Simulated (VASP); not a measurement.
Here is a VASP 6.6.1 calculation.

File INCAR:

```
  ALGO = Normal
  EDIFF = 1E-6
  ENCUT = 520
  GGA = PS
  ISIF = 2
  ISMEAR = 1
  LASPH = T
  LCHARG = T
  LELF = T
  LREAL = F
  LVHAR = T
  LWAVE = F
  NBANDS = 36
  NELM = 100
  PREC = Accurate
  SIGMA = 0.15
```

KPOINTS

```
k-points
0
Gamma
  6 6 6
```

Contents of POSCAR:

```
AlPt
1.0
    4.9112437496      0.0000000000      0.0000000000
    0.0000000000      4.9112437496      0.0000000000
    0.0000000000      0.0000000000      4.9112437496
Al Pt
4 4
Direct
    0.8440320000      0.8440320000      0.8440320000
    0.6559680000      0.1559680000      0.3440320000
    0.3440320000      0.6559680000      0.1559680000
    0.1559680000      0.3440320000      0.6559680000
    0.1550630000      0.1550630000      0.1550630000
    0.3449370000      0.8449370000      0.6550630000
    0.6550630000      0.3449370000      0.8449370000
    0.8449370000      0.6550630000      0.3449370000
```

Potentials or basis: VASP PAW PBE potentials, release 64 (Al, Pt).

The run is started by

```console
$ cat potpaw_PBE.64/Al/POTCAR potpaw_PBE.64/Pt/POTCAR > POTCAR
$ mpirun -np 1 vasp_std > vasp.out
```

(1) Predict the largest force.

(2) Estimate the pressure.

Answers

(1) 0.047 eV/Å.

(2) -5.1 GPa.

Caveat: the cell stands under tension; the PAW data sets were made with another functional, which shifts forces and pressure a little.
